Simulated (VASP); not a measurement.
# Hf (P6_3/mmc) in VASP: settings compared, part 2 of 2

VASP 6.6.1. The steps go on from the part before.

### Step 5. Single point, r2SCAN (volume scaled by 0.720)

The input, POSCAR:

```
Hf
1.0
    2.8489113265      0.0000000000      0.0000000000
   -1.4244556632      2.4672295819      0.0000000000
    0.0000000000      0.0000000000      4.5821786175
Hf
2
Direct
    0.3333333333      0.6666666667      0.2500000000
    0.6666666667      0.3333333333      0.7500000000
```

The input, INCAR.step1:

```
SYSTEM = Hf
ALGO = Normal
EDIFF = 1E-4
ENCUT = 520
GGA = PE
ISMEAR = 0
LASPH = .TRUE.
LCHARG = .FALSE.
LREAL = .FALSE.
LWAVE = .TRUE.
NBANDS = 17
NELM = 80
PREC = Accurate
SIGMA = 0.05
```

The input, INCAR.step2:

```
SYSTEM = Hf
ALGO = Normal
EDIFF = 1E-7
ENCUT = 520
ISIF = 2
ISMEAR = 0
ISTART = 1
LASPH = .TRUE.
LCHARG = .FALSE.
LMIXTAU = .TRUE.
LREAL = .FALSE.
LWAVE = .FALSE.
METAGGA = R2SCAN
NBANDS = 17
NELM = 80
PREC = Accurate
SIGMA = 0.05
```

The input, KPOINTS:

```
k-points
0
G
  18 18 10
  0 0 0
```

Potentials or basis: VASP PAW PBE potentials, release 64 (Hf_pv).

Run with:

```bash
cat potpaw_PBE.64/Hf_pv/POTCAR > POTCAR
cp INCAR.step1 INCAR
mpirun -np 1 vasp_std > vasp.out
cp INCAR.step2 INCAR
mpirun -np 1 vasp_std > vasp.out
```

OUTCAR:

```text
SYSTEM = Hf
   EDIFF = 1E-7
   ENCUT = 520
   ISIF = 2
   ISMEAR = 0
   ISTART = 1
   LASPH = .TRUE.
   LREAL = .FALSE.
   METAGGA = R2SCAN
   NELM = 80
   PREC = Accurate

 ion  position               nearest neighbor table
   1  0.333  0.667  0.250-   2 2.82   2 2.82   2 2.82   2 2.82   2 2.82   2 2.82
   2  0.667  0.333  0.750-   1 2.82   1 2.82   1 2.82   1 2.82   1 2.82   1 2.82

  LATTYP: Found a hexagonal cell.
 ALAT       =     2.8489113265
 C/A-ratio  =     1.6083963635

  Lattice vectors:

 A1 = (   2.8489113265,   0.0000000000,   0.0000000000)
 A2 = (  -1.4244556632,   2.4672295819,   0.0000000000)
 A3 = (   0.0000000000,   0.0000000000,   4.5821786175)

Analysis of symmetry for initial positions (statically):
=====================================================================
 Subroutine PRICEL returns:
 Original cell was already a primitive cell.

 Routine SETGRP: Setting up the symmetry group for a
 hexagonal supercell.

 Subroutine GETGRP returns: Found 24 space group operations
 (whereof 12 operations were pure point group operations)
 out of a pool of 24 trial point group operations.

The static configuration has the point symmetry D_3d.
 The point group associated with its full space group is D_6h.

Analysis of symmetry for dynamics (positions and initial velocities):
=====================================================================
 Subroutine PRICEL returns:
 Original cell was already a primitive cell.

 Routine SETGRP: Setting up the symmetry group for a
 hexagonal supercell.

 Subroutine GETGRP returns: Found 24 space group operations
 (whereof 12 operations were pure point group operations)
 out of a pool of 24 trial point group operations.

The dynamic configuration has the point symmetry D_3d.
 The point group associated with its full space group is D_6h.

 Subroutine INISYM returns: Found 24 space group operations
 (whereof 12 operations are pure point group operations),
 and found     1 'primitive' translations

----------------------------------------------------------------------------------------

                                     Primitive cell

  volume of cell :      32.2078

  direct lattice vectors                    reciprocal lattice vectors
     2.848911327  0.000000000  0.000000000     0.351011276  0.202656455  0.000000000
    -1.424455663  2.467229582  0.000000000     0.000000000  0.405312909  0.000000000
     0.000000000  0.000000000  4.582178618     0.000000000  0.000000000  0.218236800

  length of vectors
     2.848911327  2.848911326  4.582178618     0.405312909  0.405312909  0.218236800

  position of ions in fractional coordinates (direct lattice)
     0.333333333  0.666666667  0.250000000
     0.666666667  0.333333333  0.750000000

  ion indices of the primitive-cell ions
   primitive index   ion index
                 1           1
                 2           2

----------------------------------------------------------------------------------------

 KPOINTS: k-points

Automatic generation of k-mesh.
 Grid dimensions read from file:
 generate k-points for:   18   18   10

 Generating k-lattice:

  Cartesian coordinates                     Fractional coordinates (reciprocal lattice)
     0.019500626  0.011258692  0.000000000     0.055555556  0.000000000  0.000000000
     0.000000000  0.022517384  0.000000000     0.000000000  0.055555556  0.000000000
     0.000000000  0.000000000  0.021823680     0.000000000  0.000000000  0.100000000

  Length of vectors
     0.022517384  0.022517384  0.021823680

  Shift w.r.t. Gamma in fractional coordinates (k-lattice)
     0.000000000  0.000000000  0.000000000

 Subroutine IBZKPT returns following result:
 ===========================================

 Found    222 irreducible k-points:

 Following reciprocal coordinates:
            Coordinates               Weight
  0.000000  0.000000  0.000000      1.000000
  0.055556 -0.000000  0.000000      6.000000
  0.111111 -0.000000  0.000000      6.000000
  0.166667 -0.000000  0.000000      6.000000
  0.222222 -0.000000  0.000000      6.000000
  0.277778 -0.000000  0.000000      6.000000
[... 16 lines left out ...]
  0.333333  0.111111  0.000000     12.000000
  0.388889  0.111111  0.000000     12.000000
 [... further k-points ...]
   k-points           NKPTS =    222   k-points in BZ     NKDIM =    222   number of bands    NBANDS=     17
   number of dos      NEDOS =    301   number of ions     NIONS =      2
   total plane-waves  NPLWV =  20736
   dimension x,y,z NGX =    24 NGY =   24 NGZ =   36
   dimension x,y,z NGXF=    48 NGYF=   48 NGZF=   72
   ions per type =               2
   NGX,Y,Z   is equivalent  to a cutoff of  14.01, 14.01, 13.06 a.u.
   NGXF,Y,Z  is equivalent  to a cutoff of  28.01, 28.01, 26.12 a.u.
 SYSTEM =  Hf
   PREC   = accura    normal or accurate (medium, high low for compatibility)
   ISTART =      1    job   : 0-new  1-cont  2-samecut
   ICHARG =      0    charge: 1-file 2-atom 10-const
   ISPIN  =      1    spin polarized calculation?
   LNONCOLLINEAR =      F non collinear calculations
   LSORBIT =      F    spin-orbit coupling
   LASPH  =      T    aspherical Exc in radial PAW
   ENCUT  =  520.0 eV  38.22 Ry    6.18 a.u.   5.30  5.30  8.52*2*pi/ulx,y,z
   NELM   =     80;   NELMIN=  2; NELMDL=  0     # of ELM steps
   EDIFF  = 0.1E-06   stopping-criterion for ELM
   LREAL  =      F    real-space projection
   EDIFFG = 0.1E-05   stopping-criterion for IOM
   NSW    =      0    number of steps for IOM
   IBRION =     -1    ionic relax: 0-MD 1-quasi-New 2-CG
   NFREE  =      0    steps in history (QN), initial steepest desc. (CG)
   ISIF   =      2    stress and relaxation
   ISYM   =      2    0-nonsym 1-usesym 2-fastsym
   POTIM  = 0.5000    time-step for ionic-motion
   TEBEG  =    0.0;   TEEND  =   0.0 temperature during run
   PSTRESS=    0.0 pullay stress
   NELECT =      20.0000    total number of electrons
   NUPDOWN=      -1.0000    fix difference up-down
   EMIN   =  10.00;   EMAX   =-10.00  energy-range for DOS
   EFERMI =   0.00;   METHOD = LEGACY
   ISMEAR =     0;   SIGMA  =   0.05  broadening in eV -4-tet -1-fermi 0-gaus
   EFERMI_NEDOS =   21; number of points for ismear=-14 and -15
   IALGO  =     38    algorithm
   IMIX   =      4    mixing-type and parameters
     AMIX     =   0.40;   BMIX     =  1.00
     AMIX_MAG =   1.60;   BMIX_MAG =  1.00
  volume/ion in A,a.u.               =      16.10       108.67
  Fermi-wavevector in a.u.,A,eV,Ry     =   1.396683  2.639349 26.541221  1.950725
  Thomas-Fermi vector in A             =   2.520014
   LORBIT       =      0    0 simple, 1 ext, 2 COOP (PROOUT), +10 PAW based schemes
   METAGGA = R2SCAN    functional components
   LHFCALC =     F    Hartree Fock is set to
   AEXX    =    0.0000 exact exchange contribution
   IVDW    =     0    specifies the selected vdW correction
   LEPSILON=     F    determine dielectric tensor
   LRPA    =     F    only Hartree local field effects (RPA)
 non-spin polarized calculation
 Gauss-broadening in eV      SIGMA  =   0.05
  energy-cutoff  :      520.00
  volume of cell :       32.21
 maximum number of plane-waves:       885
 NGX is ok and might be reduce to    24
   NGX = 11   NGY = 11   NGZ = 17

 number of electron      20.0000001 magnetization

 Free energy of the ion-electron system (eV)
  ---------------------------------------------------
  ext. energy  EPLUGINS =         0.00000000
  ---------------------------------------------------
  free energy    TOTEN  =       -88.43936236 eV

  energy without entropy =      -88.43751895  energy(sigma->0) =      -88.43844066

 E-fermi :   7.4096     XC(G=0): -13.9429

 val. band max:        7.4081404584   @ k =   0.2222   0.1111   0.4000
 cond. band min:       7.4151497906   @ k =   0.1111  -0.0000   0.2000
 fundamental gap:      0.0070093322
 Fermi energy:         7.4096125679

 k-point     1 :       0.0000    0.0000    0.0000
  band No.  band energies     occupation
      1     -25.1305      2.00000
      2     -23.0346      2.00000
      3     -23.0346      2.00000
      4     -22.7259      2.00000
      5     -22.7259      2.00000
      6     -22.7231      2.00000
[... 9 lines left out ...]
     16      11.1798      0.00000
     17      14.9625      0.00000
[... 441 lines left out ...]
 k-point    24 :       0.3889    0.1111    0.0000
  band No.  band energies     occupation
      1     -24.7166      2.00000
      2     -24.3161      2.00000
      3     -24.0866      2.00000
      4     -23.6547      2.00000
      5     -23.3058      2.00000
      6     -23.1237      2.00000
[... 9 lines left out ...]
     16      16.3676      0.00000
     17      17.6707      0.00000

 [... further k-points ...]
[... 5 lines left out ...]
  --------------------------------------------------------------------------------------
  -------------------------------------------------------------------------------------
  Total       12.2541770     12.2541770     12.1057405      0.0000000     -0.0000000      0.0000000
  in kB      609.5849294    609.5849294    602.2009465      0.0000000     -0.0000000      0.0000000
  external PRESSURE =     607.1236018 kB  Pullay stress =       0.0000000 kB

 VOLUME and BASIS-vectors are now :
 -----------------------------------------------------------------------------
  energy-cutoff  :      520.00
  volume of cell :       32.21
      direct lattice vectors                 reciprocal lattice vectors
     2.848911327  0.000000000  0.000000000     0.351011276  0.202656455  0.000000000
    -1.424455663  2.467229582  0.000000000     0.000000000  0.405312909  0.000000000
     0.000000000  0.000000000  4.582178618     0.000000000  0.000000000  0.218236800

 POSITION                                       TOTAL-FORCE (eV/Angst)
 -----------------------------------------------------------------------------------
     -0.00000      1.64482      1.14554         0.000000     -0.000000      0.000000
      1.42446      0.82241      3.43663        -0.000000      0.000000      0.000000
 -----------------------------------------------------------------------------------
    total drift:                               -0.000000      0.000000     -0.000000

  FREE ENERGIE OF THE ION-ELECTRON SYSTEM (eV)
  ---------------------------------------------------
  free  energy   TOTEN  =       -88.4393623590 eV

  energy  without entropy=      -88.4375189549  energy(sigma->0) =      -88.43844066
```

OUTCAR.step1:

```text
SYSTEM = Hf
   EDIFF = 1E-4
   ENCUT = 520
   GGA = PE
   ISMEAR = 0
   LASPH = .TRUE.
   LREAL = .FALSE.
[... 704 lines left out ...]
     -0.00000      1.64482      1.14554        -0.000000     -0.000000      0.000000
      1.42446      0.82241      3.43663         0.000000      0.000000      0.000000
 -----------------------------------------------------------------------------------
    total drift:                               -0.000000      0.000000     -0.000000

  FREE ENERGIE OF THE ION-ELECTRON SYSTEM (eV)
  ---------------------------------------------------
  free  energy   TOTEN  =       -17.9111685778 eV

  energy  without entropy=      -17.9096163553  energy(sigma->0) =      -17.91039247
```

OSZICAR.step1:

```text
N       E                     dE             d eps       ncg     rms          rms(c)
DAV:   1     0.572288103334E+02    0.57229E+02   -0.11594E+04  7572   0.117E+03
DAV:   2    -0.166666187605E+02   -0.73895E+02   -0.71951E+02  9959   0.263E+02
DAV:   3    -0.183640051556E+02   -0.16974E+01   -0.16839E+01  9104   0.273E+01
DAV:   4    -0.183728560173E+02   -0.88509E-02   -0.88488E-02  9491   0.230E+00
DAV:   5    -0.183729020542E+02   -0.46037E-04   -0.46035E-04  9104   0.152E-01    0.807E+01
DAV:   6    -0.180441463822E+02    0.32876E+00   -0.20995E-01  8644   0.335E+00    0.482E+01
DAV:   7    -0.179151681200E+02    0.12898E+00   -0.37069E-01  8834   0.429E+00    0.203E+00
DAV:   8    -0.179111070007E+02    0.40611E-02   -0.22355E-02  8930   0.106E+00    0.148E-01
DAV:   9    -0.179111685778E+02   -0.61577E-04   -0.52582E-04  9528   0.162E-01
   1 F= -.17911169E+02 E0= -.17910392E+02  d E =-.155222E-02
```

Run time: 4.5 min. Hardware: 1 thread of Intel Xeon 6975P-C, shared host; peak memory 0.24 GiB.

What came out:

* Free energy: -88.4394 eV
* Pressure: 60.7 GPa
* Band gap on the k mesh: zero (band 10 reaches 8.82 eV, above the bottom of band 11 at 6.98 eV)

Caveat: the PAW data sets were made with another functional, which shifts forces and pressure a little; spin-orbit coupling is left out, which moves the levels of the heavy elements.

### Step 6. Single point, r2SCAN (volume scaled by 0.920)

The input, POSCAR:

```
Hf
1.0
    3.1121230127      0.0000000000      0.0000000000
   -1.5560615063      2.6951775887      0.0000000000
    0.0000000000      0.0000000000      4.9064988233
Hf
2
Direct
    0.3333333333      0.6666666667      0.2500000000
    0.6666666667      0.3333333333      0.7500000000
```

The input, INCAR.step1:

```
SYSTEM = Hf
PREC = Accurate
ENCUT = 520
ISMEAR = 0
SIGMA = 0.05
LREAL = .FALSE.
LASPH = .TRUE.
NELM = 60
NBANDS = 17
GGA = PE
ALGO = Normal
EDIFF = 1E-4
LWAVE = .TRUE.
LCHARG = .FALSE.
```

The input, INCAR.step2:

```
SYSTEM = Hf
PREC = Accurate
ENCUT = 520
EDIFF = 1E-6
ISMEAR = 0
SIGMA = 0.05
LREAL = .FALSE.
LASPH = .TRUE.
NELM = 60
ALGO = Normal
ISIF = 2
LWAVE = .FALSE.
LCHARG = .TRUE.
METAGGA = R2SCAN
LMIXTAU = .TRUE.
LELF = .TRUE.
LVHAR = .TRUE.
NBANDS = 17
ISTART = 1
```

The input, KPOINTS:

```
Automatic mesh
0
G
  16 16 10
  0 0 0
```

Potentials or basis: VASP PAW PBE potentials, release 64 (Hf_pv).

Run with:

```bash
cat potpaw_PBE.64/Hf_pv/POTCAR > POTCAR
cp INCAR.step1 INCAR
mpirun -np 1 vasp_std > vasp.out
cp INCAR.step2 INCAR
mpirun -np 1 vasp_std > vasp.out
```

OUTCAR:

```text
SYSTEM = Hf
   PREC = Accurate
   ENCUT = 520
   EDIFF = 1E-6
   ISMEAR = 0
   LREAL = .FALSE.
   LASPH = .TRUE.
   NELM = 60
   ISIF = 2
   METAGGA = R2SCAN
   ISTART = 1

 ion  position               nearest neighbor table
   1  0.333  0.667  0.250-   2 3.04   2 3.04   2 3.04   2 3.04   2 3.04   2 3.04
   2  0.667  0.333  0.750-   1 3.04   1 3.04   1 3.04   1 3.04   1 3.04   1 3.04

  LATTYP: Found a hexagonal cell.
 ALAT       =     3.1121230127
 C/A-ratio  =     1.5765761197

  Lattice vectors:

 A1 = (   3.1121230127,   0.0000000000,   0.0000000000)
 A2 = (  -1.5560615063,   2.6951775887,   0.0000000000)
 A3 = (   0.0000000000,   0.0000000000,   4.9064988233)

Analysis of symmetry for initial positions (statically):
=====================================================================
 Subroutine PRICEL returns:
 Original cell was already a primitive cell.

 Routine SETGRP: Setting up the symmetry group for a
 hexagonal supercell.

 Subroutine GETGRP returns: Found 24 space group operations
 (whereof 12 operations were pure point group operations)
 out of a pool of 24 trial point group operations.

The static configuration has the point symmetry D_3d.
 The point group associated with its full space group is D_6h.

[... 156 lines left out ...]
  ext. energy  EPLUGINS =         0.00000000
  ---------------------------------------------------
  free energy    TOTEN  =       -90.20621581 eV

  energy without entropy =      -90.20466708  energy(sigma->0) =      -90.20544144

 E-fermi :   5.4294     XC(G=0): -12.5811

 val. band max:        5.4148200914   @ k =   0.0000   0.0000   0.3000
 cond. band min:       5.4293755072   @ k =   0.3750   0.2500   0.3000
 fundamental gap:      0.0145554159
 Fermi energy:         5.4293525722

 k-point     1 :       0.0000    0.0000    0.0000
  band No.  band energies     occupation
      1     -26.7866      2.00000
      2     -25.7750      2.00000
      3     -25.7750      2.00000
      4     -25.6057      2.00000
      5     -25.6057      2.00000
      6     -25.6035      2.00000
[... 457 lines left out ...]
      4     -26.0061      2.00000
      5     -25.8339      2.00000
      6     -25.8196      2.00000
[... 9 lines left out ...]
     16      12.2179      0.00000
     17      12.3482      0.00000

 [... further k-points ...]
[... 5 lines left out ...]
  --------------------------------------------------------------------------------------
  -------------------------------------------------------------------------------------
  Total        2.5649649      2.5649649      2.5038512      0.0000000      0.0000000     -0.0000000
  in kB       99.8564592     99.8564592     97.4772486      0.0000000      0.0000000     -0.0000000
  external PRESSURE =      99.0633890 kB  Pullay stress =       0.0000000 kB

 VOLUME and BASIS-vectors are now :
 -----------------------------------------------------------------------------
  energy-cutoff  :      520.00
  volume of cell :       41.15
      direct lattice vectors                 reciprocal lattice vectors
     3.112123013  0.000000000  0.000000000     0.321324059  0.185516532  0.000000000
    -1.556061506  2.695177589  0.000000000     0.000000000  0.371033064  0.000000000
     0.000000000  0.000000000  4.906498823     0.000000000  0.000000000  0.203811320

 POSITION                                       TOTAL-FORCE (eV/Angst)
 -----------------------------------------------------------------------------------
     -0.00000      1.79679      1.22662        -0.000000      0.000000      0.000000
      1.55606      0.89839      3.67987         0.000000     -0.000000      0.000000
 -----------------------------------------------------------------------------------
    total drift:                               -0.000000      0.000000     -0.000000

  FREE ENERGIE OF THE ION-ELECTRON SYSTEM (eV)
  ---------------------------------------------------
  free  energy   TOTEN  =       -90.2062158127 eV

  energy  without entropy=      -90.2046670769  energy(sigma->0) =      -90.20544144
```

OSZICAR.step1:

```text
N       E                     dE             d eps       ncg     rms          rms(c)
DAV:   1     0.514096589155E+02    0.51410E+02   -0.11437E+04  6152   0.113E+03
DAV:   2    -0.185201802823E+02   -0.69930E+02   -0.67993E+02  7968   0.252E+02
DAV:   3    -0.203424401911E+02   -0.18223E+01   -0.18074E+01  7711   0.272E+01
DAV:   4    -0.203559450666E+02   -0.13505E-01   -0.13496E-01  7784   0.278E+00
DAV:   5    -0.203560649715E+02   -0.11990E-03   -0.11989E-03  7723   0.231E-01    0.690E+01
DAV:   6    -0.199026023856E+02    0.45346E+00   -0.39435E-01  7171   0.420E+00    0.410E+01
DAV:   7    -0.197396342372E+02    0.16297E+00   -0.68162E-01  7435   0.531E+00    0.190E+00
DAV:   8    -0.197311388173E+02    0.84954E-02   -0.42400E-02  7124   0.138E+00    0.290E-01
DAV:   9    -0.197312462075E+02   -0.10739E-03   -0.10028E-03  8286   0.222E-01    0.179E-01
DAV:  10    -0.197312361974E+02    0.10010E-04   -0.57142E-05  4211   0.539E-02
   1 F= -.19731236E+02 E0= -.19730253E+02  d E =-.196606E-02
```

Wall time 3.5 min (1 thread of Intel Xeon 6975P-C, shared host); peak memory 0.25 GiB.

What came out:

```
Free energy            : -90.2062 eV
Pressure               : 9.9 GPa
Band gap on the k mesh : zero (band 10 reaches 6.76 eV, above the bottom of band 11 at 4.99 eV)
```

Caveat: the PAW data sets were made with another functional, which shifts forces and pressure a little; spin-orbit coupling is left out, which moves the levels of the heavy elements.

### Step 7. Overview

| task | level | cell | k mesh | cutoff (eV) | gap on the mesh (eV) | pressure (GPa) |
| --- | --- | --- | --- | --- | --- | --- |
| single point | PBE | a = 3.199, b = 3.199, c = 5.075 Å, angles 90.0, 90.0, 120.0°, 2 atoms | 8 × 8 × 4 | 520 | none | -0.4 |
| relaxation of cell and atoms | PBE | relaxed from a = 3.197, b = 3.197, c = 5.058 Å, angles 90.0, 90.0, 120.0°, 2 atoms | 8 × 8 × 4 | 600 | none | -0.1 |
| single point | r2SCAN | a = 3.064, b = 3.064, c = 4.842 Å, angles 90.0, 90.0, 120.0°, 2 atoms | 16 × 16 × 10 | 520 | none | 16.8 |
| single point | r2SCAN | a = 2.849, b = 2.849, c = 4.582 Å, angles 90.0, 90.0, 120.0°, 2 atoms | 18 × 18 × 10 | 520 | none | 60.7 |
| single point | r2SCAN | a = 3.112, b = 3.112, c = 4.906 Å, angles 90.0, 90.0, 120.0°, 2 atoms | 16 × 16 × 10 | 520 | none | 9.9 |

Alike in all rows: potentials or basis VASP PAW PBE potentials, release 64 (Hf_pv); no spin polarisation; smearing gaussian 0.05 eV.

Caveats: spin-orbit coupling is left out, which moves the levels of the heavy elements; the PAW data sets were made with another functional, which shifts forces and pressure a little (some runs).

Absolute energies hang on the potentials; compare differences alone.
